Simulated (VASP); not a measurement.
# Ti3Al (Fm-3m) in VASP: single point with LDA

Aim: the single point of Ti3Al with LDA.

All numbers are computed with VASP 6.6.1; they aren't measurements. Logs are shortened: lines on timing, memory, paths and dates and some standing lists are left out, and cuts for length are marked.

## (1) The cell of the first run

Symmetry: Fm-3m, No. 225, cubic system. Conventional cell: a = 6.464 Å, b = 6.464 Å, c = 6.464 Å, α = 90.00°, β = 90.00°, γ = 90.00°. Within 3.7 Å of Ti (site symmetry -43m) lie 10 Ti at 2.80 to 3.23 Å and 4 Al at 2.80 Å. Ti (site symmetry m-3m) has 8 Ti at 2.80 Å and 6 Al at 3.23 Å within 3.7 Å. Al (site symmetry m-3m) has 14 Ti at 2.80 to 3.23 Å within 3.7 Å.

## (2) Single point, LDA

The input, INCAR:

```
SYSTEM = Ti3Al
PREC = Accurate ; ENCUT = 500
EDIFF = 1E-6 ; ISMEAR = -1
SIGMA = 0.1 ; LREAL = .False.
LASPH = .True. ; NELM = 120
ALGO = Normal ; ISIF = 2
LWAVE = .False. ; LCHARG = .True.
LELF = .True. ; LVHAR = .True.
NBANDS = 28 ; GGA_COMPAT = .False.
```

The input, KPOINTS:

```
Automatic mesh
0
Gamma
  5 5 5
  0 0 0
```

The input, POSCAR:

```
Ti3Al
1.0
    0.0000000000      3.2317810000      3.2317810000
    3.2317810000      0.0000000000      3.2317810000
    3.2317810000      3.2317810000      0.0000000000
Ti Al
3 1
Direct
    0.7500000000      0.7500000000      0.7500000000
    0.2500000000      0.2500000000      0.2500000000
    0.0000000000      0.0000000000      0.0000000000
    0.5000000000      0.5000000000      0.5000000000
```

Potentials or basis: VASP PAW LDA potentials, release 64 (Ti_sv, Al).

On the command line:

```console
$ cat potpaw_LDA.64/Ti_sv/POTCAR potpaw_LDA.64/Al/POTCAR > POTCAR
$ mpirun -np 1 vasp_std > vasp.out
```

OUTCAR:

```text
SYSTEM = Ti3Al
   PREC = Accurate
   ENCUT = 500
   EDIFF = 1E-6
   ISMEAR = -1
   LREAL = .False.
   LASPH = .True.
   NELM = 120
   ISIF = 2

 ion  position               nearest neighbor table
   1  0.750  0.750  0.750-   4 2.80   4 2.80   4 2.80   3 2.80   4 2.80   3 2.80   3 2.80   3 2.80

   2  0.250  0.250  0.250-   3 2.80   3 2.80   3 2.80   3 2.80   4 2.80   4 2.80   4 2.80   4 2.80

   3  0.000  0.000  0.000-   1 2.80   1 2.80   1 2.80   1 2.80   2 2.80   2 2.80   2 2.80   2 2.80

   4  0.500  0.500  0.500-   2 2.80   2 2.80   2 2.80   1 2.80   2 2.80   1 2.80   1 2.80   1 2.80

  LATTYP: Found a face centered cubic cell.
 ALAT       =     6.4635620000

  Lattice vectors:

 A1 = (   0.0000000000,   3.2317810000,   3.2317810000)
 A2 = (   3.2317810000,   0.0000000000,   3.2317810000)
 A3 = (   3.2317810000,   3.2317810000,   0.0000000000)

Analysis of symmetry for initial positions (statically):
=====================================================================
 Subroutine PRICEL returns:
 Original cell was already a primitive cell.

 Routine SETGRP: Setting up the symmetry group for a
 face centered cubic supercell.

 Subroutine GETGRP returns: Found 48 space group operations
 (whereof 48 operations were pure point group operations)
 out of a pool of 48 trial point group operations.

The static configuration has the point symmetry O_h .

Analysis of symmetry for dynamics (positions and initial velocities):
=====================================================================
 Subroutine PRICEL returns:
 Original cell was already a primitive cell.

 Routine SETGRP: Setting up the symmetry group for a
 face centered cubic supercell.

 Subroutine GETGRP returns: Found 48 space group operations
 (whereof 48 operations were pure point group operations)
 out of a pool of 48 trial point group operations.

The dynamic configuration has the point symmetry O_h .

 Subroutine INISYM returns: Found 48 space group operations
 (whereof 48 operations are pure point group operations),
 and found     1 'primitive' translations

----------------------------------------------------------------------------------------

                                     Primitive cell

  volume of cell :      67.5081

  direct lattice vectors                    reciprocal lattice vectors
     0.000000000  3.231781000  3.231781000    -0.154713454  0.154713454  0.154713454
     3.231781000  0.000000000  3.231781000     0.154713454 -0.154713454  0.154713454
     3.231781000  3.231781000  0.000000000     0.154713454  0.154713454 -0.154713454

  length of vectors
     4.570428521  4.570428521  4.570428521     0.267971562  0.267971562  0.267971562

  position of ions in fractional coordinates (direct lattice)
     0.750000000  0.750000000  0.750000000
     0.250000000  0.250000000  0.250000000
     0.000000000  0.000000000  0.000000000
     0.500000000  0.500000000  0.500000000

  ion indices of the primitive-cell ions
   primitive index   ion index
                 1           1
                 2           2
                 3           3
                 4           4

----------------------------------------------------------------------------------------

 KPOINTS: Automatic mesh

Automatic generation of k-mesh.
 Grid dimensions read from file:
 generate k-points for:    5    5    5

 Generating k-lattice:

  Cartesian coordinates                     Fractional coordinates (reciprocal lattice)
    -0.030942691  0.030942691  0.030942691     0.200000000  0.000000000  0.000000000
     0.030942691 -0.030942691  0.030942691     0.000000000  0.200000000  0.000000000
     0.030942691  0.030942691 -0.030942691     0.000000000  0.000000000  0.200000000

  Length of vectors
     0.053594312  0.053594312  0.053594312

  Shift w.r.t. Gamma in fractional coordinates (k-lattice)
     0.000000000  0.000000000  0.000000000

 Subroutine IBZKPT returns following result:
 ===========================================

 Found     10 irreducible k-points:

 Following reciprocal coordinates:
            Coordinates               Weight
  0.000000  0.000000  0.000000      1.000000
  0.200000  0.000000  0.000000      8.000000
  0.400000  0.000000  0.000000      8.000000
  0.200000  0.200000  0.000000      6.000000
  0.400000  0.200000  0.000000     24.000000
 -0.400000  0.200000  0.000000     24.000000
 -0.200000  0.200000  0.000000     12.000000
  0.400000  0.400000  0.000000      6.000000
 -0.400000  0.400000  0.000000     12.000000
 -0.400000  0.400000  0.200000     24.000000
   k-points           NKPTS =     10   k-points in BZ     NKDIM =     10   number of bands    NBANDS=     28
   number of dos      NEDOS =    301   number of ions     NIONS =      4
   total plane-waves  NPLWV =  46656
   dimension x,y,z NGX =    36 NGY =   36 NGZ =   36
   dimension x,y,z NGXF=    72 NGYF=   72 NGZF=   72
   ions per type =               3   1
   NGX,Y,Z   is equivalent  to a cutoff of  13.09, 13.09, 13.09 a.u.
   NGXF,Y,Z  is equivalent  to a cutoff of  26.19, 26.19, 26.19 a.u.
 SYSTEM =  Ti3Al
   PREC   = accura    normal or accurate (medium, high low for compatibility)
   ISTART =      0    job   : 0-new  1-cont  2-samecut
   ICHARG =      2    charge: 1-file 2-atom 10-const
   ISPIN  =      1    spin polarized calculation?
   LNONCOLLINEAR =      F non collinear calculations
   LSORBIT =      F    spin-orbit coupling
   LASPH  =      T    aspherical Exc in radial PAW
   ENCUT  =  500.0 eV  36.75 Ry    6.06 a.u.   8.33  8.33  8.33*2*pi/ulx,y,z
   NELM   =    120;   NELMIN=  2; NELMDL= -5     # of ELM steps
   EDIFF  = 0.1E-05   stopping-criterion for ELM
   LREAL  =      F    real-space projection
   EDIFFG = 0.1E-04   stopping-criterion for IOM
   NSW    =      0    number of steps for IOM
   IBRION =     -1    ionic relax: 0-MD 1-quasi-New 2-CG
   NFREE  =      0    steps in history (QN), initial steepest desc. (CG)
   ISIF   =      2    stress and relaxation
   ISYM   =      2    0-nonsym 1-usesym 2-fastsym
   POTIM  = 0.5000    time-step for ionic-motion
   TEBEG  =    0.0;   TEEND  =   0.0 temperature during run
   PSTRESS=    0.0 pullay stress
   NELECT =      39.0000    total number of electrons
   NUPDOWN=      -1.0000    fix difference up-down
   EMIN   =  10.00;   EMAX   =-10.00  energy-range for DOS
   EFERMI =   0.00;   METHOD = LEGACY
   ISMEAR =    -1;   SIGMA  =   0.10  broadening in eV -4-tet -1-fermi 0-gaus
   EFERMI_NEDOS =   21; number of points for ismear=-14 and -15
   IALGO  =     38    algorithm
   IMIX   =      4    mixing-type and parameters
     AMIX     =   0.40;   BMIX     =  1.00
     AMIX_MAG =   1.60;   BMIX_MAG =  1.00
  volume/ion in A,a.u.               =      16.88       113.89
  Fermi-wavevector in a.u.,A,eV,Ry     =   1.363466  2.576578 25.293784  1.859041
  Thomas-Fermi vector in A             =   2.489867
   LORBIT       =      0    0 simple, 1 ext, 2 COOP (PROOUT), +10 PAW based schemes
   GGA     = CA    functional components
   LHFCALC =     F    Hartree Fock is set to
   AEXX    =    0.0000 exact exchange contribution
   IVDW    =     0    specifies the selected vdW correction
   LEPSILON=     F    determine dielectric tensor
   LRPA    =     F    only Hartree local field effects (RPA)
 non-spin polarized calculation
  energy-cutoff  :      500.00
  volume of cell :       67.51
 maximum number of plane-waves:      1736
 NGX is ok and might be reduce to    36
   NGX = 17   NGY = 17   NGZ = 17

 number of electron      39.0000007 magnetization

 Free energy of the ion-electron system (eV)
  ---------------------------------------------------
  ext. energy  EPLUGINS =         0.00000000
  ---------------------------------------------------
  free energy    TOTEN  =       -30.43924679 eV

  energy without entropy =      -30.19390843  energy(sigma->0) =      -30.31657761

 E-fermi :   7.8396     XC(G=0): -11.5110

 val. band max:        7.8023983034   @ k =   0.2000   0.0000   0.0000
 cond. band min:       7.8419143514   @ k =   0.4000   0.2000   0.0000
 fundamental gap:      0.0395160479
 Fermi energy:         7.8395799310

 k-point     1 :       0.0000    0.0000    0.0000
  band No.  band energies     occupation
      1     -48.0638      2.00000
      2     -47.9972      2.00000
      3     -47.7444      2.00000
      4     -24.7301      2.00000
      5     -24.7301      2.00000
      6     -24.7301      2.00000
[... 20 lines left out ...]
     27      10.8699      0.00000
     28      10.8699      0.00000

 k-point     2 :       0.2000    0.0000    0.0000
  band No.  band energies     occupation
      1     -48.0534      2.00000
      2     -48.0008      2.00000
      3     -47.7516      2.00000
      4     -24.7903      2.00000
      5     -24.7731      2.00000
      6     -24.7731      2.00000
[... 20 lines left out ...]
     27      10.8900      0.00000
     28      10.8900      0.00000

 k-point     3 :       0.4000    0.0000    0.0000
  band No.  band energies     occupation
      1     -48.0313      2.00000
      2     -48.0107      2.00000
      3     -47.7641      2.00000
      4     -24.8034      2.00000
      5     -24.8034      2.00000
      6     -24.7817      2.00000
[... 20 lines left out ...]
     27      10.6628      0.00000
     28      10.6628      0.00000

 k-point     4 :       0.2000    0.2000    0.0000
  band No.  band energies     occupation
      1     -48.0503      2.00000
      2     -48.0015      2.00000
      3     -47.7541      2.00000
      4     -24.8195      2.00000
      5     -24.8195      2.00000
      6     -24.7379      2.00000
[... 144 lines left out ...]
     27      10.5760      0.00000
     28      10.8163      0.00000

 k-point     9 :      -0.4000    0.4000    0.0000
  band No.  band energies     occupation
      1     -48.0193      2.00000
      2     -48.0120      2.00000
      3     -47.7750      2.00000
      4     -24.8798      2.00000
      5     -24.8784      2.00000
      6     -24.7485      2.00000
[... 20 lines left out ...]
     27      10.5904      0.00000
     28      10.9375      0.00000

 k-point    10 :      -0.4000    0.4000    0.2000
  band No.  band energies     occupation
      1     -48.0208      2.00000
      2     -48.0124      2.00000
      3     -47.7730      2.00000
      4     -24.8892      2.00000
      5     -24.8126      2.00000
      6     -24.7710      2.00000
[... 20 lines left out ...]
     27      10.5780      0.00000
     28      10.8371      0.00000

------------------------ aborting loop because EDIFF is reached ----------------------------------------

  FORCE on cell =-STRESS in cart. coord.  units (eV):
  Direction    XX          YY          ZZ          XY          YZ          ZX
  --------------------------------------------------------------------------------------
  -------------------------------------------------------------------------------------
  Total       -3.4988892     -3.4988892     -3.4988892     -0.0000000     -0.0000000      0.0000000
  in kB      -83.0395528    -83.0395528    -83.0395528     -0.0000000     -0.0000000      0.0000000
  external PRESSURE =     -83.0395528 kB  Pullay stress =       0.0000000 kB

 VOLUME and BASIS-vectors are now :
 -----------------------------------------------------------------------------
  energy-cutoff  :      500.00
  volume of cell :       67.51
      direct lattice vectors                 reciprocal lattice vectors
     0.000000000  3.231781000  3.231781000    -0.154713454  0.154713454  0.154713454
     3.231781000  0.000000000  3.231781000     0.154713454 -0.154713454  0.154713454
     3.231781000  3.231781000  0.000000000     0.154713454  0.154713454 -0.154713454

 POSITION                                       TOTAL-FORCE (eV/Angst)
 -----------------------------------------------------------------------------------
      4.84767      4.84767      4.84767        -0.000000     -0.000000     -0.000000
      1.61589      1.61589      1.61589         0.000000      0.000000     -0.000000
      0.00000      0.00000      0.00000         0.000000      0.000000      0.000000
      3.23178      3.23178      3.23178         0.000000      0.000000      0.000000
 -----------------------------------------------------------------------------------
    total drift:                                0.000000      0.000000      0.000000

  FREE ENERGIE OF THE ION-ELECTRON SYSTEM (eV)
  ---------------------------------------------------
  free  energy   TOTEN  =       -30.4392467894 eV

  energy  without entropy=      -30.1939084309  energy(sigma->0) =      -30.31657761
```

Run time: 18 s. Hardware: 1 thread of AMD EPYC 9R45 (Zen 5), shared host; peak memory 0.14 GiB.

Results:

```yaml
Free_energy: -30.4392 eV
Pressure: -8.3 GPa
Band_gap_on_the_k_mesh: zero (an odd number of electrons rules out a gap without spin polarisation)
```

Levels at points of the mesh, in eV from the Fermi level:
```
           k point  band 17  band 18  band 19  band 20  band 21  band 22
(0.00, 0.00, 0.00)    -1.61    -1.61     0.04     0.04     0.04     2.23
```

Caveat: the cell stands under tension.
